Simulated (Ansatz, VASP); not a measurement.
## Al in VASP and in Ansatz

```
CELL_PARAMETERS angstrom
3.00287 0.00000 0.00000
0.00000 3.00287 0.00000
0.00000 0.00000 26.00448
ATOMIC_POSITIONS crystal
Al 0.00000 0.00000 0.55049
Al 0.50000 0.50000 0.62669
Al 0.00000 0.00000 0.70078
Al 0.50000 0.50000 0.77711
```

Alike in both runs: functional PBE; k mesh 12 × 12 × 1; occupations methfessel-paxton of order 1, width 0.1 eV; no spin polarisation.

Ansatz relaxed the structure, and its values are those at the end. VASP's run is a single point on that final structure, the one shown.

|  | VASP | Ansatz |
| --- | --- | --- |
| version | VASP 6.6.1 | Ansatz 0.2.0 |
| potentials or method | VASP PAW PBE potentials, release 64 (Al), cutoff 400 eV | scalar-relativistic, plane waves, PAW |
| valence electrons in the cell | 12 | 12 |

```tsv
	VASP	Ansatz	Ansatz less VASP
gap on the k mesh at the Fermi level (eV)	none	none	-
rms of the force components (eV/Å)	0.003	0.003	+0.0004
```

A gap of «none» marks a metal or a gap that the smearing closes. Ansatz's warnings: xc potential rough in thin density.
